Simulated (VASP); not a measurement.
# Si (Fd-3m) in VASP: further runs

The runs below take Si through single point, with PBEsol.

All numbers are computed with VASP 6.6.1; they aren't measurements. Logs are shortened: lines on timing, memory, paths and dates and some standing lists are left out, and cuts for length are marked.

## (1) The cell of the first run

The structure is cubic, space group Fd-3m (No. 227). The conventional cell has a = 4.163 Å, b = 4.163 Å, c = 4.163 Å, α = 90.00°, β = 90.00°, γ = 90.00°. Si (site symmetry -43m) has 4 Si at 1.80 Å within 2.4 Å.

## (2) Single point, PBEsol (volume scaled by 0.45)

Contents of INCAR:

```
ALGO = Normal ; EDIFF = 1E-7
ENCUT = 520 ; GGA = PS
ISIF = 2 ; ISMEAR = -1
LASPH = T ; LCHARG = F
LREAL = F ; LWAVE = F
NBANDS = 11 ; NELM = 60
PREC = Accurate ; SIGMA = 0.08
```

Contents of KPOINTS:

```
k-points
0
Gamma
  12 12 12
```

Contents of POSCAR:

```
Si
1.0
    0.0000000000      2.0817159399      2.0817159399
    2.0817159399      0.0000000000      2.0817159399
    2.0817159399      2.0817159399      0.0000000000
Si
2
Direct
   -0.1250000000     -0.1250000000     -0.1250000000
    0.1250000000      0.1250000000      0.1250000000
```

Potentials or basis: VASP PAW PBE potentials, release 64 (Si).

The run is started by

```console
> cat potpaw_PBE.64/Si/POTCAR > POTCAR
> mpirun -np 1 vasp_std > vasp.out
```

OUTCAR:

```text
EDIFF = 1E-7
   ENCUT = 520
   GGA = PS
   ISIF = 2
   ISMEAR = -1
   LASPH = T
   LREAL = F
   NELM = 60
   PREC = Accurate

 ion  position               nearest neighbor table
   1  0.875  0.875  0.875-   2 1.80   2 1.80   2 1.80   2 1.80
   2  0.125  0.125  0.125-   1 1.80   1 1.80   1 1.80   1 1.80

  LATTYP: Found a face centered cubic cell.
 ALAT       =     4.1634318798

  Lattice vectors:

 A1 = (   0.0000000000,   2.0817159399,   2.0817159399)
 A2 = (   2.0817159399,   0.0000000000,   2.0817159399)
 A3 = (   2.0817159399,   2.0817159399,   0.0000000000)

Analysis of symmetry for initial positions (statically):
=====================================================================
 Subroutine PRICEL returns:
 Original cell was already a primitive cell.

 Routine SETGRP: Setting up the symmetry group for a
 face centered cubic supercell.

 Subroutine GETGRP returns: Found 48 space group operations
 (whereof 12 operations were pure point group operations)
 out of a pool of 48 trial point group operations.

The static configuration has the point symmetry D_3d.
 The point group associated with its full space group is O_h .

Analysis of symmetry for dynamics (positions and initial velocities):
=====================================================================
 Subroutine PRICEL returns:
 Original cell was already a primitive cell.

 Routine SETGRP: Setting up the symmetry group for a
 face centered cubic supercell.

 Subroutine GETGRP returns: Found 48 space group operations
 (whereof 12 operations were pure point group operations)
 out of a pool of 48 trial point group operations.

The dynamic configuration has the point symmetry D_3d.
 The point group associated with its full space group is O_h .

 Subroutine INISYM returns: Found 48 space group operations
 (whereof 12 operations are pure point group operations),
 and found     1 'primitive' translations

----------------------------------------------------------------------------------------

                                     Primitive cell

  volume of cell :      18.0424

  direct lattice vectors                    reciprocal lattice vectors
     0.000000000  2.081715940  2.081715940    -0.240186468  0.240186468  0.240186468
     2.081715940  0.000000000  2.081715940     0.240186468 -0.240186468  0.240186468
     2.081715940  2.081715940  0.000000000     0.240186468  0.240186468 -0.240186468

  length of vectors
     2.943990915  2.943990915  2.943990915     0.416015167  0.416015167  0.416015167
[... 89 lines left out ...]
   POTIM  = 0.5000    time-step for ionic-motion
   TEBEG  =    0.0;   TEEND  =   0.0 temperature during run
   PSTRESS=    0.0 pullay stress
   NELECT =       8.0000    total number of electrons
   NUPDOWN=      -1.0000    fix difference up-down
   EMIN   =  10.00;   EMAX   =-10.00  energy-range for DOS
   EFERMI =   0.00;   METHOD = LEGACY
   ISMEAR =    -1;   SIGMA  =   0.08  broadening in eV -4-tet -1-fermi 0-gaus
   EFERMI_NEDOS =   21; number of points for ismear=-14 and -15
   IALGO  =     38    algorithm
   IMIX   =      4    mixing-type and parameters
     AMIX     =   0.40;   BMIX     =  1.00
     AMIX_MAG =   1.60;   BMIX_MAG =  1.00
  volume/ion in A,a.u.               =       9.02        60.88
  Fermi-wavevector in a.u.,A,eV,Ry     =   1.248361  2.359059 21.203374  1.558404
  Thomas-Fermi vector in A             =   2.382451
   LORBIT       =      0    0 simple, 1 ext, 2 COOP (PROOUT), +10 PAW based schemes
   GGA     = PS    functional components
   LHFCALC =     F    Hartree Fock is set to
   AEXX    =    0.0000 exact exchange contribution
   IVDW    =     0    specifies the selected vdW correction
   LEPSILON=     F    determine dielectric tensor
   LRPA    =     F    only Hartree local field effects (RPA)
 non-spin polarized calculation
  energy-cutoff  :      520.00
  volume of cell :       18.04
 maximum number of plane-waves:       531
 NGX is ok and might be reduce to    24
   NGX = 11   NGY = 11   NGZ = 11

 number of electron       8.0000001 magnetization

 Free energy of the ion-electron system (eV)
  ---------------------------------------------------
  ext. energy  EPLUGINS =         0.00000000
  ---------------------------------------------------
  free energy    TOTEN  =         1.02363637 eV

  energy without entropy =        1.03246890  energy(sigma->0) =        1.02805264

 E-fermi :  16.5046     XC(G=0): -12.9735

 val. band max:       16.3356234409   @ k =   0.3333   0.3333   0.0000
 cond. band min:      16.5396892084   @ k =   0.1667   0.0000   0.0000
 fundamental gap:      0.2040657675
 Fermi energy:        16.5045617989

 k-point     1 :       0.0000    0.0000    0.0000
  band No.  band energies     occupation
      1      -2.1510      2.00000
      2      17.4010      0.00003
      3      17.4010      0.00003
      4      17.4010      0.00003
      5      19.8270      0.00000
      6      19.8270      0.00000
      7      19.8270      0.00000
      8      24.7788      0.00000
      9      24.7788      0.00000
     10      29.9610      0.00000
     11      30.1393      0.00000
[... 309 lines left out ...]
 k-point    24 :      -0.4167    0.1667    0.0000
  band No.  band energies     occupation
      1       3.5194      2.00000
      2       5.3836      2.00000
      3      12.2600      2.00000
      4      14.5286      2.00000
      5      18.1845      0.00000
      6      21.2887      0.00000
      7      23.5553      0.00000
      8      28.0004      0.00000
      9      28.6388      0.00000
     10      28.7702      0.00000
     11      33.9414      0.00000

 [... further k-points ...]

------------------------ aborting loop because EDIFF is reached ----------------------------------------

  FORCE on cell =-STRESS in cart. coord.  units (eV):
  Direction    XX          YY          ZZ          XY          YZ          ZX
  --------------------------------------------------------------------------------------
  -------------------------------------------------------------------------------------
  Total       38.2115456     38.2115456     38.2115456     -0.0000000      0.0000000      0.0000000
  in kB     3393.2103959   3393.2103959   3393.2103959     -0.0000000      0.0000000      0.0000000
  external PRESSURE =    3393.2103959 kB  Pullay stress =       0.0000000 kB

 VOLUME and BASIS-vectors are now :
 -----------------------------------------------------------------------------
  energy-cutoff  :      520.00
  volume of cell :       18.04
      direct lattice vectors                 reciprocal lattice vectors
     0.000000000  2.081715940  2.081715940    -0.240186468  0.240186468  0.240186468
     2.081715940  0.000000000  2.081715940     0.240186468 -0.240186468  0.240186468
     2.081715940  2.081715940  0.000000000     0.240186468  0.240186468 -0.240186468

 POSITION                                       TOTAL-FORCE (eV/Angst)
 -----------------------------------------------------------------------------------
      3.64300      3.64300      3.64300        -0.000000     -0.000000     -0.000000
      0.52043      0.52043      0.52043         0.000000      0.000000      0.000000
 -----------------------------------------------------------------------------------
    total drift:                                0.000000      0.000000     -0.000000

  FREE ENERGIE OF THE ION-ELECTRON SYSTEM (eV)
  ---------------------------------------------------
  free  energy   TOTEN  =         1.0236363738 eV

  energy  without entropy=        1.0324688971  energy(sigma->0) =        1.02805264
```

OSZICAR:

```text
N       E                     dE             d eps       ncg     rms          rms(c)
DAV:   1     0.182154193608E+02    0.18215E+02   -0.37584E+03  1584   0.639E+02
DAV:   2     0.431952048390E+00   -0.17783E+02   -0.17213E+02  2158   0.101E+02
DAV:   3     0.348535637825E-01   -0.39710E+00   -0.39576E+00  1913   0.121E+01
DAV:   4     0.335662026548E-01   -0.12874E-02   -0.12873E-02  1858   0.890E-01
DAV:   5     0.335620007931E-01   -0.42019E-05   -0.42030E-05  1977   0.467E-02    0.120E+01
DAV:   6     0.776784136102E+00    0.74322E+00   -0.51196E-01  1713   0.325E+00    0.753E+00
DAV:   7     0.102072478808E+01    0.24394E+00   -0.51153E-01  1776   0.334E+00    0.154E+00
DAV:   8     0.102360396690E+01    0.28792E-02   -0.15258E-02  1767   0.781E-01    0.242E-01
DAV:   9     0.102363250875E+01    0.28542E-04   -0.11158E-04  1913   0.850E-02    0.129E-01
DAV:  10     0.102363683834E+01    0.43296E-05   -0.80794E-06  1839   0.143E-02    0.126E-02
DAV:  11     0.102363628605E+01   -0.55229E-06   -0.55302E-07  1875   0.456E-03    0.720E-03
DAV:  12     0.102363638664E+01    0.10059E-06   -0.23904E-08  1029   0.954E-04    0.235E-03
DAV:  13     0.102363637381E+01   -0.12830E-07   -0.94888E-10   903   0.227E-04
   1 F= 0.10236364E+01 E0= 0.10280526E+01  d E =-.883252E-02
```

It took 12 s on 1 thread of AMD EPYC 7R13 (Zen 3), shared host; peak memory 0.11 GiB.

What came out:

- Free energy: 1.0236 eV
- Pressure: 339.3 GPa
- Band gap on the k mesh: zero (band 4 reaches 17.43 eV, above the bottom of band 5 at 15.32 eV)

Caveat: the PAW data sets were made with another functional, which shifts forces and pressure a little.

## (3) Single point, PBEsol (volume scaled by 0.55)

Contents of INCAR:

```
  ALGO = Normal
  EDIFF = 1E-7
  ENCUT = 520
  GGA = PS
  ISIF = 2
  ISMEAR = -1
  LASPH = T
  LCHARG = T
  LELF = T
  LREAL = F
  LVHAR = T
  LWAVE = F
  NBANDS = 11
  NELM = 100
  PREC = Accurate
  SIGMA = 0.08
```

KPOINTS is that of step 2.

Contents of POSCAR:

```
Si
1.0
    0.0000000000      2.2257251142      2.2257251142
    2.2257251142      0.0000000000      2.2257251142
    2.2257251142      2.2257251142      0.0000000000
Si
2
Direct
   -0.1250000000     -0.1250000000     -0.1250000000
    0.1250000000      0.1250000000      0.1250000000
```

Potentials or basis: VASP PAW PBE potentials, release 64 (Si).

The run is started by

```console
> cat potpaw_PBE.64/Si/POTCAR > POTCAR
> mpirun -np 1 vasp_std > vasp.out
```

Run time: 12 s. Hardware: 1 thread of AMD EPYC 7R13 (Zen 3), shared host; peak memory 0.1 GiB.

It converged, with:

```
Free energy            : -5.2261 eV
Pressure               : 178.7 GPa
Band gap on the k mesh : zero (band 4 reaches 13.71 eV, above the bottom of band 5 at 12.48 eV)
```

Levels at points of the mesh, in eV from the Fermi level:
```tsv
k point	band 1	band 2	band 3	band 4	band 5	band 6	band 7	band 8	band 9
(0.00, 0.00, 0.00)	-16.60	0.65	0.65	0.65	3.18	3.18	3.18	8.29	8.29
(0.50, 0.00, 0.00)	-12.23	-10.34	-1.01	-1.01	2.97	2.97	4.21	8.67	12.63
(0.50, 0.50, 0.00)	-9.84	-9.84	-4.07	-4.07	-0.58	-0.58	13.59	13.59	15.54
```

Caveat: the PAW data sets were made with another functional, which shifts forces and pressure a little.

## (4) Single point, PBEsol (volume scaled by 0.64)

Contents of INCAR:

```
  PREC = Accurate
  ENCUT = 520
  EDIFF = 1E-6
  ISMEAR = -1
  SIGMA = 0.08
  LREAL = F
  LASPH = T
  NELM = 100
  ALGO = Normal
  ISIF = 2
  LWAVE = F
  LCHARG = T
  GGA = PS
  LELF = T
  LVHAR = T
  NBANDS = 11
```

Contents of KPOINTS:

```
Automatic mesh
0
Gamma
  12 12 12
```

Contents of POSCAR:

```
Si
1.0
    0.0000000000      2.3410496315      2.3410496315
    2.3410496315      0.0000000000      2.3410496315
    2.3410496315      2.3410496315      0.0000000000
Si
2
Direct
   -0.1250000000     -0.1250000000     -0.1250000000
    0.1250000000      0.1250000000      0.1250000000
```

The run is started by

```console
> cat potpaw_PBE.64/Si/POTCAR > POTCAR
> mpirun -np 1 vasp_std > vasp.out
```

It took 18 s on 1 thread of AMD EPYC 7R13 (Zen 3), shared host; peak memory 0.12 GiB.

It converged, with:

| Item | Value |
| --- | --- |
| Free energy | -8.3004 eV |
| Pressure | 101.4 GPa |
| Band gap on the k mesh | zero (band 4 reaches 11.30 eV, above the bottom of band 5 at 10.65 eV) |

Levels at points of the mesh, in eV from the Fermi level:
```tsv
k point	band 2	band 3	band 4	band 5	band 6	band 7
(0.00, 0.00, 0.00)	0.37	0.37	0.37	2.94	2.94	2.94
(0.50, 0.00, 0.00)	-9.39	-1.20	-1.20	3.08	3.08	3.41
(0.50, 0.50, 0.00)	-9.30	-3.83	-3.83	-0.27	-0.27	12.79
```

Caveat: the PAW data sets were made with another functional, which shifts forces and pressure a little.

## (5) Single point, PBEsol (volume scaled by 0.72)

Contents of INCAR:

```
ALGO = Normal
EDIFF = 1E-7
ENCUT = 520
GGA = PS
ISIF = 2
ISMEAR = -1
LASPH = T
LCHARG = F
LREAL = F
LWAVE = F
NBANDS = 11
NELM = 100
PREC = Accurate
SIGMA = 0.08
```

Contents of KPOINTS:

```
k-points
0
Gamma
  12 12 12
```

Contents of POSCAR:

```
Si
1.0
    0.0000000000      2.4347897337      2.4347897337
    2.4347897337      0.0000000000      2.4347897337
    2.4347897337      2.4347897337      0.0000000000
Si
2
Direct
   -0.1250000000     -0.1250000000     -0.1250000000
    0.1250000000      0.1250000000      0.1250000000
```

Potentials or basis: VASP PAW PBE potentials, release 64 (Si).

The run is started by

```console
> cat potpaw_PBE.64/Si/POTCAR > POTCAR
> mpirun -np 1 vasp_std > vasp.out
```

OUTCAR:

```text
EDIFF = 1E-7
   ENCUT = 520
   GGA = PS
   ISIF = 2
   ISMEAR = -1
   LASPH = T
   LREAL = F
   NELM = 100
   PREC = Accurate

 ion  position               nearest neighbor table
   1  0.875  0.875  0.875-   2 2.11   2 2.11   2 2.11   2 2.11
   2  0.125  0.125  0.125-   1 2.11   1 2.11   1 2.11   1 2.11

  LATTYP: Found a face centered cubic cell.
 ALAT       =     4.8695794674

  Lattice vectors:

 A1 = (   0.0000000000,   2.4347897337,   2.4347897337)
 A2 = (   2.4347897337,   0.0000000000,   2.4347897337)
 A3 = (   2.4347897337,   2.4347897337,   0.0000000000)

Analysis of symmetry for initial positions (statically):
=====================================================================
 Subroutine PRICEL returns:
 Original cell was already a primitive cell.

 Routine SETGRP: Setting up the symmetry group for a
 face centered cubic supercell.

 Subroutine GETGRP returns: Found 48 space group operations
 (whereof 12 operations were pure point group operations)
 out of a pool of 48 trial point group operations.

The static configuration has the point symmetry D_3d.
[... 172 lines left out ...]
      1      -4.9535      2.00000
      2       9.6306      0.19207
      3       9.6306      0.19207
      4       9.6306      0.19207
      5      12.2113      0.00000
      6      12.2113      0.00000
      7      12.2113      0.00000
      8      17.0049      0.00000
      9      17.4014      0.00000
     10      17.4014      0.00000
     11      18.8843      0.00000
[... 309 lines left out ...]
 k-point    24 :      -0.4167    0.1667    0.0000
  band No.  band energies     occupation
      1      -1.3036      2.00000
      2       1.1547      2.00000
      3       5.8104      2.00000
      4       7.5376      2.00000
      5      11.5399      0.00000
      6      14.0115      0.00000
      7      14.5085      0.00000
      8      18.8707      0.00000
      9      19.1649      0.00000
     10      19.4453      0.00000
     11      22.5986      0.00000

 [... further k-points ...]

------------------------ aborting loop because EDIFF is reached ----------------------------------------

  FORCE on cell =-STRESS in cart. coord.  units (eV):
  Direction    XX          YY          ZZ          XY          YZ          ZX
  --------------------------------------------------------------------------------------
  -------------------------------------------------------------------------------------
  Total       10.7969959     10.7969959     10.7969959     -0.0000000      0.0000000     -0.0000000
  in kB      599.2377139    599.2377139    599.2377139     -0.0000000      0.0000000     -0.0000000
  external PRESSURE =     599.2377139 kB  Pullay stress =       0.0000000 kB

 VOLUME and BASIS-vectors are now :
 -----------------------------------------------------------------------------
  energy-cutoff  :      520.00
  volume of cell :       28.87
      direct lattice vectors                 reciprocal lattice vectors
     0.000000000  2.434789734  2.434789734    -0.205356542  0.205356542  0.205356542
     2.434789734  0.000000000  2.434789734     0.205356542 -0.205356542  0.205356542
     2.434789734  2.434789734  0.000000000     0.205356542  0.205356542 -0.205356542

 POSITION                                       TOTAL-FORCE (eV/Angst)
 -----------------------------------------------------------------------------------
      4.26088      4.26088      4.26088         0.000000      0.000000      0.000000
      0.60870      0.60870      0.60870        -0.000000     -0.000000     -0.000000
 -----------------------------------------------------------------------------------
    total drift:                               -0.000000     -0.000000     -0.000000

  FREE ENERGIE OF THE ION-ELECTRON SYSTEM (eV)
  ---------------------------------------------------
  free  energy   TOTEN  =        -9.8838146788 eV

  energy  without entropy=       -9.8785835619  energy(sigma->0) =       -9.88119912
```

OSZICAR:

```text
N       E                     dE             d eps       ncg     rms          rms(c)
DAV:   1     0.507782643669E+01    0.50778E+01   -0.33749E+03  1584   0.605E+02
DAV:   2    -0.999474320554E+01   -0.15073E+02   -0.14424E+02  2055   0.847E+01
DAV:   3    -0.103713112887E+02   -0.37657E+00   -0.37550E+00  2034   0.114E+01
DAV:   4    -0.103733992746E+02   -0.20880E-02   -0.20878E-02  1837   0.103E+00
DAV:   5    -0.103734130918E+02   -0.13817E-04   -0.13815E-04  2074   0.804E-02    0.750E+00
DAV:   6    -0.100159715786E+02    0.35744E+00   -0.24977E-01  1764   0.206E+00    0.460E+00
DAV:   7    -0.988407908792E+01    0.13189E+00   -0.34434E-01  1832   0.251E+00    0.676E-01
DAV:   8    -0.988389454258E+01    0.18455E-03   -0.13311E-02  1737   0.647E-01    0.144E-01
DAV:   9    -0.988384034238E+01    0.54200E-04   -0.67579E-04  1927   0.127E-01    0.919E-02
DAV:  10    -0.988381479677E+01    0.25546E-04   -0.91498E-05  1842   0.462E-02    0.358E-02
DAV:  11    -0.988381469207E+01    0.10470E-06   -0.16257E-06  1883   0.818E-03    0.427E-03
DAV:  12    -0.988381467877E+01    0.13295E-07   -0.21046E-08  1188   0.985E-04
   1 F= -.98838147E+01 E0= -.98811991E+01  d E =-.523112E-02
```

stdout:

```text
POSCAR found type information on POSCAR Si
 POSCAR found :  1 types and       2 ions
 scaLAPACK will be used
 -----------------------------------------------------------------------------
|                                                                             |
|                                                                             |
|     You enforced a specific xc type in the INCAR file but a different       |
|     I HOPE YOU KNOW WHAT YOU ARE DOING!                                     |
|                                                                             |
 -----------------------------------------------------------------------------

 LDA part: xc-table for (Slater+PW92), standard interpolation
 POSCAR, INCAR and KPOINTS ok, starting setup
 FFT: planning ... GRIDC
 FFT: planning ... GRID_SOFT
 FFT: planning ... GRID
 WAVECAR not read
 entering main loop
```

Wall time 19 s (1 thread of AMD EPYC 7R13 (Zen 3), shared host); peak memory 0.13 GiB.

Results:

```yaml
Free_energy: -9.8838 eV
Pressure: 59.9 GPa
Band_gap_on_the_k_mesh: zero (band 4 reaches 9.63 eV, above the bottom of band 5 at 9.34 eV)
```

Caveat: the PAW data sets were made with another functional, which shifts forces and pressure a little.

## (6) The runs side by side

| cell | gap on the mesh (eV) | pressure (GPa) |
| --- | --- | --- |
| a = 2.944 Å, angles 60.0°, 2 atoms | none | 339.3 |
| a = 3.148 Å, angles 60.0°, 2 atoms | none | 178.7 |
| a = 3.311 Å, angles 60.0°, 2 atoms | none | 101.4 |
| a = 3.443 Å, angles 60.0°, 2 atoms | none | 59.9 |

Alike in all rows: task single point; level PBEsol; potentials or basis VASP PAW PBE potentials, release 64 (Si); no spin polarisation; k mesh 12 × 12 × 12; cutoff (eV) 520; smearing fermi-dirac 0.08 eV.

Caveats: the PAW data sets were made with another functional, which shifts forces and pressure a little.

Total energies depend on the potentials used, so only differences within one code and one set of settings carry meaning.
